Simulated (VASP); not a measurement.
# Si (a cell with a defect) in VASP: relaxation of the atoms with LDA

Aim: the relaxation of the atoms of Si (a cell with a defect) with LDA.

Program: VASP 6.6.1. These are calculated values, not measurements. Logs are shortened: lines on timing, memory, paths and dates and some standing lists are left out, and cuts for length are marked.

## Step 1: The cell of the first run

The cell holds a defect, 17 atoms: a = 7.679 Å, b = 7.679 Å, c = 7.679 Å, α = 60.00°, β = 60.00°, γ = 60.00°.

## Step 2: Relaxation of the atoms, LDA

Contents of INCAR:

```
ALGO     = Normal         # electronic algorithm
EDIFF    = 1E-6           # SCF threshold, eV
EDIFFG   = -0.08          # ionic threshold
ENCUT    = 520            # plane-wave cutoff, eV
IBRION   = 2              # ionic algorithm
ISIF     = 2              # what is computed and relaxed
ISMEAR   = -1             # smearing method
LASPH    = T              # aspherical terms in the spheres
LCHARG   = F              # write CHGCAR
LREAL    = Auto         
LWAVE    = F              # write WAVECAR
NELM     = 60             # most SCF steps
NSW      = 45             # ionic steps
PREC     = Accurate       # precision mode
SIGMA    = 0.05           # smearing width, eV
```

Contents of KPOINTS:

```
k-points
0
Gamma
  2 2 2
```

Contents of POSCAR:

```
Si
1.0
    0.0000000000      5.4300000000      5.4300000000
    5.4300000000      0.0000000000      5.4300000000
    5.4300000000      5.4300000000      0.0000000000
Si
17
Direct
    0.0000000000      0.0000000000      0.0000000000
    0.1250000000      0.1250000000      0.1250000000
    0.0000000000      0.0000000000      0.5000000000
    0.1250000000      0.1250000000      0.6250000000
    0.0000000000      0.5000000000      0.0000000000
    0.1250000000      0.6250000000      0.1250000000
    0.0000000000      0.5000000000      0.5000000000
    0.1250000000      0.6250000000      0.6250000000
    0.5000000000      0.0000000000      0.0000000000
    0.6250000000      0.1250000000      0.1250000000
    0.5000000000      0.0000000000      0.5000000000
    0.6250000000      0.1250000000      0.6250000000
    0.5000000000      0.5000000000      0.0000000000
    0.6250000000      0.6250000000      0.1250000000
    0.5000000000      0.5000000000      0.5000000000
    0.6250000000      0.6250000000      0.6250000000
    0.5672677000      0.8073956000      0.8095991000
```

Potentials or basis: VASP PAW LDA potentials, release 64 (Si).

Command:

```sh
> cat potpaw_LDA.64/Si/POTCAR > POTCAR
> mpirun -np 1 vasp_std > vasp.out
```

OUTCAR:

```text
EDIFF = 1E-6
   EDIFFG = -0.08
   ENCUT = 520
   IBRION = 2
   ISIF = 2
   ISMEAR = -1
   LASPH = T
   LREAL = Auto
   NELM = 60
   NSW = 45
   PREC = Accurate

 ion  position               nearest neighbor table
   1  0.000  0.000  0.000-   2 2.35   4 2.35   6 2.35  10 2.35
   2  0.125  0.125  0.125-   1 2.35   3 2.35   5 2.35   9 2.35
   3  0.000  0.000  0.500-   2 2.35   4 2.35   8 2.35  12 2.35
   4  0.125  0.125  0.625-   1 2.35   3 2.35   7 2.35  11 2.35
   5  0.000  0.500  0.000-   2 2.35   6 2.35   8 2.35  14 2.35
   6  0.125  0.625  0.125-   1 2.35   5 2.35   7 2.35  13 2.35
   7  0.000  0.500  0.500-   4 2.35   6 2.35   8 2.35  16 2.35
   8  0.125  0.625  0.625-   3 2.35   5 2.35   7 2.35  15 2.35
   9  0.500  0.000  0.000-  17 2.29  10 2.35  12 2.35  14 2.35   2 2.35
  10  0.625  0.125  0.125-   1 2.35   9 2.35  11 2.35  13 2.35
  11  0.500  0.000  0.500-  17 2.25  10 2.35  12 2.35  16 2.35   4 2.35
  12  0.625  0.125  0.625-  17 2.27   9 2.35  11 2.35  15 2.35   3 2.35
  13  0.500  0.500  0.000-  17 2.23  10 2.35  14 2.35  16 2.35   6 2.35
  14  0.625  0.625  0.125-  17 2.25   9 2.35  13 2.35  15 2.35   5 2.35
  15  0.500  0.500  0.500-   8 2.35  12 2.35  14 2.35  16 2.35
  16  0.625  0.625  0.625-  17 2.21  11 2.35  13 2.35  15 2.35   7 2.35
  17  0.567  0.807  0.810-  16 2.21  13 2.23  11 2.25  14 2.25  12 2.27   9 2.29

  LATTYP: Found a face centered cubic cell.
 ALAT       =    10.8600000000

  Lattice vectors:

 A1 = (   0.0000000000,   5.4300000000,   5.4300000000)
 A2 = (   5.4300000000,   0.0000000000,   5.4300000000)
 A3 = (   5.4300000000,   5.4300000000,   0.0000000000)

Analysis of symmetry for initial positions (statically):
=====================================================================
 Subroutine PRICEL returns:
 Original cell was already a primitive cell.

 Routine SETGRP: Setting up the symmetry group for a
 face centered cubic supercell.

 Subroutine GETGRP returns: Found  1 space group operations
 (whereof  1 operations were pure point group operations)
 out of a pool of 48 trial point group operations.

The static configuration has the point symmetry C_1 .

Analysis of symmetry for dynamics (positions and initial velocities):
=====================================================================
 Subroutine PRICEL returns:
 Original cell was already a primitive cell.

 Routine SETGRP: Setting up the symmetry group for a
 face centered cubic supercell.

 Subroutine GETGRP returns: Found  1 space group operations
 (whereof  1 operations were pure point group operations)
 out of a pool of 48 trial point group operations.

The dynamic configuration has the point symmetry C_1 .

 Subroutine INISYM returns: Found  1 space group operations
 (whereof  1 operations are pure point group operations),
 and found     1 'primitive' translations

----------------------------------------------------------------------------------------

                                     Primitive cell

  volume of cell :     320.2060

  direct lattice vectors                    reciprocal lattice vectors
     0.000000000  5.430000000  5.430000000    -0.092081031  0.092081031  0.092081031
     5.430000000  0.000000000  5.430000000     0.092081031 -0.092081031  0.092081031
     5.430000000  5.430000000  0.000000000     0.092081031  0.092081031 -0.092081031

  length of vectors
     7.679179644  7.679179644  7.679179644     0.159489025  0.159489025  0.159489025

  position of ions in fractional coordinates (direct lattice)
     0.000000000  0.000000000  0.000000000
     0.125000000  0.125000000  0.125000000
     0.000000000  0.000000000  0.500000000
     0.125000000  0.125000000  0.625000000
     0.000000000  0.500000000  0.000000000
     0.125000000  0.625000000  0.125000000
[... 9 lines left out ...]
     0.625000000  0.625000000  0.625000000
     0.567267700  0.807395600  0.809599100

  ion indices of the primitive-cell ions
   primitive index   ion index
                 1           1
                 2           2
                 3           3
                 4           4
                 5           5
                 6           6
[... 9 lines left out ...]
                16          16
                17          17

----------------------------------------------------------------------------------------

 KPOINTS: k-points

Automatic generation of k-mesh.
 Grid dimensions read from file:
 generate k-points for:    2    2    2

 Generating k-lattice:

  Cartesian coordinates                     Fractional coordinates (reciprocal lattice)
    -0.046040516  0.046040516  0.046040516     0.500000000  0.000000000  0.000000000
     0.046040516 -0.046040516  0.046040516     0.000000000  0.500000000  0.000000000
     0.046040516  0.046040516 -0.046040516     0.000000000  0.000000000  0.500000000

  Length of vectors
     0.079744512  0.079744512  0.079744512

  Shift w.r.t. Gamma in fractional coordinates (k-lattice)
     0.000000000  0.000000000  0.000000000

 Subroutine IBZKPT returns following result:
 ===========================================

 Found      8 irreducible k-points:

 Following reciprocal coordinates:
            Coordinates               Weight
  0.000000  0.000000  0.000000      1.000000
  0.500000  0.000000  0.000000      1.000000
  0.000000  0.500000  0.000000      1.000000
  0.000000  0.000000  0.500000      1.000000
  0.500000  0.500000  0.500000      1.000000
  0.500000  0.500000  0.000000      1.000000
  0.000000  0.500000  0.500000      1.000000
  0.500000  0.000000  0.500000      1.000000
   k-points           NKPTS =      8   k-points in BZ     NKDIM =      8   number of bands    NBANDS=     43
   number of dos      NEDOS =    301   number of ions     NIONS =     17
   total plane-waves  NPLWV = 216000
   dimension x,y,z NGX =    60 NGY =   60 NGZ =   60
   dimension x,y,z NGXF=   120 NGYF=  120 NGZF=  120
   ions per type =              17
   NGX,Y,Z   is equivalent  to a cutoff of  12.99, 12.99, 12.99 a.u.
   NGXF,Y,Z  is equivalent  to a cutoff of  25.98, 25.98, 25.98 a.u.
 SYSTEM =  unknown system
   PREC   = accura    normal or accurate (medium, high low for compatibility)
   ISTART =      0    job   : 0-new  1-cont  2-samecut
   ICHARG =      2    charge: 1-file 2-atom 10-const
   ISPIN  =      1    spin polarized calculation?
   LNONCOLLINEAR =      F non collinear calculations
   LSORBIT =      F    spin-orbit coupling
   LASPH  =      T    aspherical Exc in radial PAW
   ENCUT  =  520.0 eV  38.22 Ry    6.18 a.u.  14.28 14.28 14.28*2*pi/ulx,y,z
   NELM   =     60;   NELMIN=  2; NELMDL= -5     # of ELM steps
   EDIFF  = 0.1E-05   stopping-criterion for ELM
   LREAL  =      T    real-space projection
   EDIFFG = -.8E-01   stopping-criterion for IOM
   NSW    =     45    number of steps for IOM
   IBRION =      2    ionic relax: 0-MD 1-quasi-New 2-CG
   NFREE  =      1    steps in history (QN), initial steepest desc. (CG)
   ISIF   =      2    stress and relaxation
   ISYM   =      2    0-nonsym 1-usesym 2-fastsym
   POTIM  = 0.5000    time-step for ionic-motion
   TEBEG  =    0.0;   TEEND  =   0.0 temperature during run
   PSTRESS=    0.0 pullay stress
   NELECT =      68.0000    total number of electrons
   NUPDOWN=      -1.0000    fix difference up-down
   EMIN   =  10.00;   EMAX   =-10.00  energy-range for DOS
   EFERMI =   0.00;   METHOD = LEGACY
   ISMEAR =    -1;   SIGMA  =   0.05  broadening in eV -4-tet -1-fermi 0-gaus
   EFERMI_NEDOS =   21; number of points for ismear=-14 and -15
   IALGO  =     38    algorithm
   IMIX   =      4    mixing-type and parameters
     AMIX     =   0.40;   BMIX     =  1.00
     AMIX_MAG =   1.60;   BMIX_MAG =  1.00
  volume/ion in A,a.u.               =      18.84       127.11
  Fermi-wavevector in a.u.,A,eV,Ry     =   0.976715  1.845724 12.979587  0.953973
  Thomas-Fermi vector in A             =   2.107356
   LORBIT       =      0    0 simple, 1 ext, 2 COOP (PROOUT), +10 PAW based schemes
   GGA     = CA    functional components
   LHFCALC =     F    Hartree Fock is set to
   AEXX    =    0.0000 exact exchange contribution
   IVDW    =     0    specifies the selected vdW correction
   LEPSILON=     F    determine dielectric tensor
   LRPA    =     F    only Hartree local field effects (RPA)
 conjugate gradient relaxation of ions
 non-spin polarized calculation
  energy-cutoff  :      520.00
  volume of cell :      320.21
 maximum number of plane-waves:      8646
 NGX is ok and might be reduce to    60
   NGX = 29   NGY = 29   NGZ = 29

--------------------------------------- Ionic step        1  -------------------------------------------

 number of electron      68.0000004 magnetization

 Free energy of the ion-electron system (eV)
  ---------------------------------------------------
  ext. energy  EPLUGINS =         0.00000000
  ---------------------------------------------------
  free energy    TOTEN  =       -96.38186287 eV

  energy without entropy =      -96.34740264  energy(sigma->0) =      -96.36463275

------------------------ aborting loop because EDIFF is reached ----------------------------------------

  FORCE on cell =-STRESS in cart. coord.  units (eV):
  Direction    XX          YY          ZZ          XY          YZ          ZX
  --------------------------------------------------------------------------------------
  -------------------------------------------------------------------------------------
  Total        7.6696990      7.6282476      7.6511046      4.0138654     -3.9876830      4.0067673
  in kB       38.3759747     38.1685689     38.2829360     20.0837084    -19.9527026     20.0481922
  external PRESSURE =      38.2758265 kB  Pullay stress =       0.0000000 kB
[... 134 lines left out ...]
  FREE ENERGIE OF THE ION-ELECTRON SYSTEM (eV)
  ---------------------------------------------------
  free  energy   TOTEN  =       -97.0300708658 eV

  energy  without entropy=      -97.0025571692  energy(sigma->0) =      -97.01631402

[... ionic steps 4 to 12 ...]

--------------------------------------- Ionic step       13  -------------------------------------------

 number of electron      68.0000000 magnetization

------------------------ aborting loop because EDIFF is reached ----------------------------------------

  FORCE on cell =-STRESS in cart. coord.  units (eV):
  Direction    XX          YY          ZZ          XY          YZ          ZX
  --------------------------------------------------------------------------------------
  -------------------------------------------------------------------------------------
  Total        2.7593039      2.7601041      2.7585036      0.9280249     -0.9104845      0.9201552
  in kB       13.8064060     13.8104094     13.8024013      4.6434495     -4.5556846      4.6040726
  external PRESSURE =      13.8064056 kB  Pullay stress =       0.0000000 kB
[... 87 lines left out ...]
  energy  without entropy=      -97.2296279146  energy(sigma->0) =      -97.24383160

--------------------------------------- Ionic step       15  -------------------------------------------

 number of electron      68.0000001 magnetization

 Free energy of the ion-electron system (eV)
  ---------------------------------------------------
  ext. energy  EPLUGINS =         0.00000000
  ---------------------------------------------------
  free energy    TOTEN  =       -97.25890349 eV

  energy without entropy =      -97.23035390  energy(sigma->0) =      -97.24462869

 E-fermi :   6.6080     XC(G=0):  -9.8611

 val. band max:        6.3801018136   @ k =   0.5000   0.0000   0.5000
 cond. band min:       6.6321428567   @ k =   0.0000   0.0000   0.0000
 fundamental gap:      0.2520410431
 Fermi energy:         6.6079550762

 k-point     1 :       0.0000    0.0000    0.0000
  band No.  band energies     occupation
      1      -6.2739      2.00000
      2      -3.9627      2.00000
      3      -3.6842      2.00000
      4      -3.6831      2.00000
      5      -3.4379      2.00000
      6      -2.5894      2.00000
[... 401 lines left out ...]
  FREE ENERGIE OF THE ION-ELECTRON SYSTEM (eV)
  ---------------------------------------------------
  free  energy   TOTEN  =       -97.2589034865 eV

  energy  without entropy=      -97.2303539030  energy(sigma->0) =      -97.24462869

 reached required accuracy - stopping structural energy minimisation
```

Run time: 15 min. Hardware: 1 thread of AMD EPYC 9R45 (Zen 5), shared host; peak memory 0.36 GiB.

Results:

```
Free energy                  : -97.2589 eV
Energy gained by relaxing    : 51.6 meV/atom
Ionic steps                  : 15
Pressure after relaxing      : 1.4 GPa
Largest force after relaxing : 0.038 eV/Å
Band gap on the k mesh       : zero (bands 34 and 35 overlap by 0.02 eV)
```

Forces on the atoms (eV/Å):
```
Si  -0.006  0.019  0.023
Si   0.007 -0.010 -0.011
Si  -0.009  0.004 -0.012
Si   0.009 -0.019 -0.015
Si  -0.009 -0.008  0.003
Si   0.012 -0.016 -0.024
Si  -0.005  0.012  0.011
Si   0.007  0.009  0.015
Si   0.010 -0.008 -0.006
Si  -0.028  0.016  0.011
Si   0.018 -0.015  0.001
Si   0.004  0.005 -0.004
Si   0.018  0.000 -0.018
Si   0.006 -0.001  0.009
Si  -0.006 -0.011 -0.016
Si  -0.008  0.001  0.007
Si  -0.019  0.023  0.024
```

Stress tensor (GPa, compression positive):
```
 1.36  0.45  0.45
 0.45  1.36 -0.45
 0.45 -0.45  1.36
```

Step by step:
| step | energy change (eV) | largest force (eV/Å) | pressure (GPa) |
| --- | --- | --- | --- |
| 1 | 0.0000 | 2.3919 | 3.83 |
| 2 | -0.6471 | 0.6407 | 2.61 |
| 3 | -0.6482 | 0.6467 | 2.59 |
| 4 | -0.7126 | 0.3826 | 2.46 |
| 5 | -0.7196 | 0.3666 | 2.41 |
| 6 | -0.7449 | 0.2102 | 2.35 |
| 7 | -0.7499 | 0.2505 | 2.32 |
| 8 | -0.7751 | 0.2244 | 2.25 |
| 9 | -0.8263 | 0.2535 | 2.04 |
| 10 | -0.8232 | 0.5099 | 1.51 |
| 11 | -0.8421 | 0.3858 | 1.80 |
| 12 | -0.8604 | 0.2905 | 1.66 |
| 13 | -0.8762 | 0.0909 | 1.38 |
| 14 | -0.8762 | 0.0840 | 1.37 |
| 15 | -0.8770 | 0.0380 | 1.36 |

Final structure:
```
CELL_PARAMETERS angstrom
0.00000 5.43000 5.43000
5.43000 0.00000 5.43000
5.43000 5.43000 0.00000
ATOMIC_POSITIONS crystal
Si 0.04634 0.98425 0.98442
Si 0.13369 0.12565 0.12571
Si 0.99297 0.01112 0.49790
Si 0.13407 0.12561 0.61450
Si 0.99289 0.49784 0.01126
Si 0.13421 0.61435 0.12563
Si 0.99253 0.49784 0.49788
Si 0.07381 0.64175 0.64193
Si 0.50532 0.00827 0.00858
Si 0.67061 0.10965 0.10974
Si 0.50566 0.00780 0.47749
Si 0.62105 0.14917 0.61448
Si 0.50576 0.47736 0.00796
Si 0.62096 0.61429 0.14927
Si 0.45088 0.51628 0.51635
Si 0.62066 0.61470 0.61509
Si 0.56586 0.81145 0.81141
```

Caveat: the k points lie up to 0.50 Å⁻¹ apart; the relaxation stopped at a loose force limit of 0.08 eV/Å, so its end isn't a converged minimum.

The gap in the log of VASP goes by the Fermi energy; the results here count the filled bands.